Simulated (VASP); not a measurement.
# Te2Mo in VASP: notebook

Te2Mo is run at these levels: LDA; tasks: single point.

Program: VASP 6.6.1. These are calculated values, not measurements. Logs are shortened: lines on timing, memory, paths and dates and some standing lists are left out, and cuts for length are marked.

### Step 1. The cell of the first run

The cell holds a slab with vacuum, 3 atoms: a = 3.488 Å, b = 3.488 Å, c = 17.166 Å, α = 90.00°, β = 90.00°, γ = 120.00°.

### Step 2. Single point, LDA

Input file INCAR:

```
SYSTEM = Te2Mo
ALGO = Normal ; EDIFF = 1E-6
ENCUT = 520 ; ISIF = 2
ISMEAR = -1 ; LASPH = .TRUE.
LCHARG = .FALSE. ; LREAL = .FALSE.
LWAVE = .FALSE. ; NBANDS = 20
NELM = 80 ; PREC = Accurate
SIGMA = 0.05
```

Input file KPOINTS:

```
k-points
0
G
  9 9 2
  0 0 0
```

Input file POSCAR:

```
Te2Mo
1.0
    3.4875546084      0.0000000000      0.0000000000
   -1.7437773042      3.0203108879      0.0000000000
    0.0000000000      0.0000000000     17.1663236088
Te Mo
2 1
Direct
    0.3333333333      0.6666666667      0.1021445500
    0.3333333333      0.6666666667      0.8978554500
    0.0000000000      0.0000000000      0.0000000000
```

Potentials or basis: VASP PAW LDA potentials, release 64 (Te, Mo_sv).

Command:

```
$ cat potpaw_LDA.64/Te/POTCAR potpaw_LDA.64/Mo_sv/POTCAR > POTCAR
$ mpirun -np 1 vasp_std > vasp.out
```

OUTCAR:

```text
SYSTEM = Te2Mo
   EDIFF = 1E-6
   ENCUT = 520
   ISIF = 2
   ISMEAR = -1
   LASPH = .TRUE.
   LREAL = .FALSE.
   NELM = 80
   PREC = Accurate

 ion  position               nearest neighbor table
   1  0.333  0.667  0.102-   3 2.67   3 2.67   3 2.67   2 3.51
   2  0.333  0.667  0.898-   3 2.67   3 2.67   3 2.67   1 3.51
   3  0.000  0.000  0.000-   1 2.67   2 2.67   1 2.67   2 2.67   1 2.67   2 2.67

  LATTYP: Found a hexagonal cell.
 ALAT       =     3.4875546084
 C/A-ratio  =     4.9221662558

  Lattice vectors:

 A1 = (   3.4875546084,   0.0000000000,   0.0000000000)
 A2 = (  -1.7437773042,   3.0203108879,   0.0000000000)
 A3 = (   0.0000000000,   0.0000000000,  17.1663236088)

Analysis of symmetry for initial positions (statically):
=====================================================================
 Subroutine PRICEL returns:
 Original cell was already a primitive cell.

 Routine SETGRP: Setting up the symmetry group for a
 hexagonal supercell.

 Subroutine GETGRP returns: Found 12 space group operations
 (whereof 12 operations were pure point group operations)
 out of a pool of 24 trial point group operations.

The static configuration has the point symmetry D_3h.

Analysis of symmetry for dynamics (positions and initial velocities):
=====================================================================
 Subroutine PRICEL returns:
 Original cell was already a primitive cell.

 Routine SETGRP: Setting up the symmetry group for a
 hexagonal supercell.

 Subroutine GETGRP returns: Found 12 space group operations
 (whereof 12 operations were pure point group operations)
 out of a pool of 24 trial point group operations.

The dynamic configuration has the point symmetry D_3h.

 Subroutine INISYM returns: Found 12 space group operations
 (whereof 12 operations are pure point group operations),
 and found     1 'primitive' translations

----------------------------------------------------------------------------------------

                                     Primitive cell

  volume of cell :     180.8215

  direct lattice vectors                    reciprocal lattice vectors
     3.487554608  0.000000000  0.000000000     0.286733861  0.165545872  0.000000000
    -1.743777304  3.020310888  0.000000000     0.000000000  0.331091744  0.000000000
     0.000000000  0.000000000 17.166323609     0.000000000  0.000000000  0.058253591

  length of vectors
     3.487554608  3.487554608 17.166323609     0.331091744  0.331091744  0.058253591

  position of ions in fractional coordinates (direct lattice)
     0.333333333  0.666666667  0.102144550
     0.333333333  0.666666667  0.897855450
     0.000000000  0.000000000  0.000000000

  ion indices of the primitive-cell ions
   primitive index   ion index
                 1           1
                 2           2
                 3           3

----------------------------------------------------------------------------------------

 KPOINTS: k-points

Automatic generation of k-mesh.
 Grid dimensions read from file:
 generate k-points for:    9    9    2

 Generating k-lattice:

  Cartesian coordinates                     Fractional coordinates (reciprocal lattice)
     0.031859318  0.018393986  0.000000000     0.111111111 -0.000000000  0.000000000
     0.000000000  0.036787972  0.000000000     0.000000000  0.111111111  0.000000000
     0.000000000  0.000000000  0.029126796     0.000000000  0.000000000  0.500000000

  Length of vectors
     0.036787972  0.036787972  0.029126796

  Shift w.r.t. Gamma in fractional coordinates (k-lattice)
     0.000000000  0.000000000  0.000000000

 Subroutine IBZKPT returns following result:
 ===========================================

 Found     24 irreducible k-points:

 Following reciprocal coordinates:
            Coordinates               Weight
  0.000000  0.000000  0.000000      1.000000
  0.111111 -0.000000  0.000000      6.000000
  0.222222  0.000000  0.000000      6.000000
  0.333333 -0.000000  0.000000      6.000000
  0.444444  0.000000  0.000000      6.000000
  0.111111  0.111111  0.000000      6.000000
[... 16 lines left out ...]
  0.333333  0.222222  0.500000     12.000000
  0.333333  0.333333  0.500000      2.000000
   k-points           NKPTS =     24   k-points in BZ     NKDIM =     24   number of bands    NBANDS=     20
   number of dos      NEDOS =    301   number of ions     NIONS =      3
   total plane-waves  NPLWV = 100352
   dimension x,y,z NGX =    28 NGY =   28 NGZ =  128
   dimension x,y,z NGXF=    56 NGYF=   56 NGZF=  256
   ions per type =               2   1
   NGX,Y,Z   is equivalent  to a cutoff of  13.35, 13.35, 12.40 a.u.
   NGXF,Y,Z  is equivalent  to a cutoff of  26.69, 26.69, 24.79 a.u.
 SYSTEM =  Te2Mo
   PREC   = accura    normal or accurate (medium, high low for compatibility)
   ISTART =      0    job   : 0-new  1-cont  2-samecut
   ICHARG =      2    charge: 1-file 2-atom 10-const
   ISPIN  =      1    spin polarized calculation?
   LNONCOLLINEAR =      F non collinear calculations
   LSORBIT =      F    spin-orbit coupling
   LASPH  =      T    aspherical Exc in radial PAW
   ENCUT  =  520.0 eV  38.22 Ry    6.18 a.u.   6.48  6.48 31.92*2*pi/ulx,y,z
   NELM   =     80;   NELMIN=  2; NELMDL= -5     # of ELM steps
   EDIFF  = 0.1E-05   stopping-criterion for ELM
   LREAL  =      F    real-space projection
[... 7 lines left out ...]
   TEBEG  =    0.0;   TEEND  =   0.0 temperature during run
   PSTRESS=    0.0 pullay stress
   NELECT =      26.0000    total number of electrons
   NUPDOWN=      -1.0000    fix difference up-down
   EMIN   =  10.00;   EMAX   =-10.00  energy-range for DOS
   EFERMI =   0.00;   METHOD = LEGACY
   ISMEAR =    -1;   SIGMA  =   0.05  broadening in eV -4-tet -1-fermi 0-gaus
   EFERMI_NEDOS =   21; number of points for ismear=-14 and -15
   IALGO  =     38    algorithm
   IMIX   =      4    mixing-type and parameters
     AMIX     =   0.40;   BMIX     =  1.00
     AMIX_MAG =   1.60;   BMIX_MAG =  1.00
  volume/ion in A,a.u.               =      60.27       406.75
  Fermi-wavevector in a.u.,A,eV,Ry     =   0.857662  1.620745 10.008220  0.735583
  Thomas-Fermi vector in A             =   1.974749
   LORBIT       =      0    0 simple, 1 ext, 2 COOP (PROOUT), +10 PAW based schemes
   GGA     = CA    functional components
   LHFCALC =     F    Hartree Fock is set to
   AEXX    =    0.0000 exact exchange contribution
   IVDW    =     0    specifies the selected vdW correction
   LEPSILON=     F    determine dielectric tensor
   LRPA    =     F    only Hartree local field effects (RPA)
 non-spin polarized calculation
  energy-cutoff  :      520.00
  volume of cell :      180.82
 maximum number of plane-waves:      4947
 NGX is ok and might be reduce to    28
   NGX = 13   NGY = 13   NGZ = 63

 number of electron      26.0000002 magnetization

 Free energy of the ion-electron system (eV)
  ---------------------------------------------------
  ext. energy  EPLUGINS =         0.00000000
  ---------------------------------------------------
  free energy    TOTEN  =       -20.44911346 eV

  energy without entropy =      -20.44911271  energy(sigma->0) =      -20.44911309

 E-fermi :   0.7144     XC(G=0):  -4.9893

 val. band max:        0.1393414819   @ k =   0.3333   0.3333   0.5000
 cond. band min:       1.2830848706   @ k =   0.3333   0.3333   0.5000
 fundamental gap:      1.1437433887
 Fermi energy:         0.7144241622

 k-point     1 :       0.0000    0.0000    0.0000
  band No.  band energies     occupation
      1     -60.0414      2.00000
      2     -34.4315      2.00000
      3     -34.2823      2.00000
      4     -34.2823      2.00000
      5     -12.7066      2.00000
      6     -11.5978      2.00000
[... 12 lines left out ...]
     19       5.0797      0.00000
     20       6.0195      0.00000

 k-point     2 :       0.1111   -0.0000    0.0000
  band No.  band energies     occupation
      1     -60.0400      2.00000
      2     -34.4273      2.00000
      3     -34.3005      2.00000
      4     -34.2865      2.00000
      5     -12.5265      2.00000
      6     -11.4792      2.00000
[... 12 lines left out ...]
     19       5.2915      0.00000
     20       6.2922      0.00000

 k-point     3 :       0.2222    0.0000    0.0000
  band No.  band energies     occupation
      1     -60.0364      2.00000
      2     -34.4166      2.00000
      3     -34.3461      2.00000
      4     -34.2969      2.00000
      5     -12.0180      2.00000
      6     -11.1454      2.00000
[... 12 lines left out ...]
     19       5.8765      0.00000
     20       6.7613      0.00000

 k-point     4 :       0.3333   -0.0000    0.0000
  band No.  band energies     occupation
      1     -60.0323      2.00000
      2     -34.4044      2.00000
      3     -34.3975      2.00000
      4     -34.3088      2.00000
      5     -11.3003      2.00000
      6     -10.6838      2.00000
[... 12 lines left out ...]
     19       6.2697      0.00000
     20       6.3912      0.00000

 k-point     5 :       0.4444    0.0000    0.0000
  band No.  band energies     occupation
      1     -60.0297      2.00000
      2     -34.4308      2.00000
      3     -34.3964      2.00000
      4     -34.3165      2.00000
      5     -10.6814      2.00000
      6     -10.3060      2.00000
[... 12 lines left out ...]
     19       6.2298      0.00000
     20       6.8317      0.00000

 k-point     6 :       0.1111    0.1111    0.0000
  band No.  band energies     occupation
      1     -60.0375      2.00000
      2     -34.4198      2.00000
      3     -34.3308      2.00000
      4     -34.2953      2.00000
      5     -12.1815      2.00000
      6     -11.2523      2.00000
[... 12 lines left out ...]
     19       5.7040      0.00000
     20       6.6804      0.00000

 k-point     7 :       0.2222    0.1111    0.0000
  band No.  band energies     occupation
      1     -60.0337      2.00000
      2     -34.4084      2.00000
      3     -34.3756      2.00000
      4     -34.3102      2.00000
      5     -11.5617      2.00000
      6     -10.8480      2.00000
[... 12 lines left out ...]
     19       6.4150      0.00000
     20       7.2751      0.00000
[... 277 lines left out ...]
 k-point    20 :       0.3333    0.1111    0.5000
  band No.  band energies     occupation
      1     -60.0303      2.00000
      2     -34.4144      2.00000
      3     -34.3983      2.00000
      4     -34.3234      2.00000
      5     -10.8622      2.00000
      6     -10.4060      2.00000
[... 12 lines left out ...]
     19       6.8604      0.00000
     20       6.8687      0.00000

 k-point    21 :       0.4444    0.1111    0.5000
  band No.  band energies     occupation
      1     -60.0290      2.00000
      2     -34.4297      2.00000
      3     -34.3943      2.00000
      4     -34.3286      2.00000
      5     -10.5131      2.00000
      6     -10.1960      2.00000
[... 12 lines left out ...]
     19       7.0759      0.00000
     20       7.5776      0.00000

 k-point    22 :       0.2222    0.2222    0.5000
  band No.  band energies     occupation
      1     -60.0306      2.00000
      2     -34.4007      2.00000
      3     -34.3990      2.00000
      4     -34.3335      2.00000
      5     -10.9387      2.00000
      6     -10.4460      2.00000
[... 12 lines left out ...]
     19       6.8994      0.00000
     20       6.9761      0.00000

 k-point    23 :       0.3333    0.2222    0.5000
  band No.  band energies     occupation
      1     -60.0285      2.00000
      2     -34.4130      2.00000
      3     -34.3929      2.00000
      4     -34.3527      2.00000
      5     -10.4342      2.00000
      6     -10.1274      2.00000
[... 12 lines left out ...]
     19       6.6631      0.00000
     20       7.3213      0.00000

 k-point    24 :       0.3333    0.3333    0.5000
  band No.  band energies     occupation
      1     -60.0278      2.00000
      2     -34.3998      2.00000
      3     -34.3908      2.00000
      4     -34.3770      2.00000
      5     -10.2539      2.00000
      6     -10.0059      2.00000
[... 12 lines left out ...]
     19       5.4769      0.00000
     20       7.6115      0.00000

------------------------ aborting loop because EDIFF is reached ----------------------------------------

  FORCE on cell =-STRESS in cart. coord.  units (eV):
  Direction    XX          YY          ZZ          XY          YZ          ZX
  --------------------------------------------------------------------------------------
  -------------------------------------------------------------------------------------
  Total        0.3482048      0.3482048      1.9851192     -0.0000000     -0.0000000      0.0000000
  in kB        3.0852854      3.0852854     17.5892457     -0.0000000     -0.0000000      0.0000000
  external PRESSURE =       7.9199388 kB  Pullay stress =       0.0000000 kB

 VOLUME and BASIS-vectors are now :
 -----------------------------------------------------------------------------
  energy-cutoff  :      520.00
  volume of cell :      180.82
      direct lattice vectors                 reciprocal lattice vectors
     3.487554608  0.000000000  0.000000000     0.286733861  0.165545872  0.000000000
    -1.743777304  3.020310888  0.000000000     0.000000000  0.331091744  0.000000000
     0.000000000  0.000000000 17.166323609     0.000000000  0.000000000  0.058253591

 POSITION                                       TOTAL-FORCE (eV/Angst)
 -----------------------------------------------------------------------------------
     -0.00000      2.01354      1.75345        -0.000000     -0.000000      0.569916
     -0.00000      2.01354     15.41288         0.000000      0.000000     -0.569916
      0.00000      0.00000      0.00000        -0.000000      0.000000      0.000000
 -----------------------------------------------------------------------------------
    total drift:                                0.000000     -0.000000     -0.000000

  FREE ENERGIE OF THE ION-ELECTRON SYSTEM (eV)
  ---------------------------------------------------
  free  energy   TOTEN  =       -20.4491134620 eV

  energy  without entropy=      -20.4491127146  energy(sigma->0) =      -20.44911309
```

Wall time 68 s (1 thread of Intel Xeon 6975P-C (Granite Rapids), shared host); peak memory 0.28 GiB.

What came out:

```
Free energy            : -20.4491 eV
Largest force          : 0.570 eV/Å
Band gap on the k mesh : 1.14 eV
```

Forces on the atoms (eV/Å):
```
Te   0.000  0.000  0.570
Te   0.000  0.000 -0.570
Mo   0.000  0.000  0.000
```

Caveat: spin-orbit coupling is left out, which moves the levels of the heavy elements.

(Continued in part 2 of 3.)
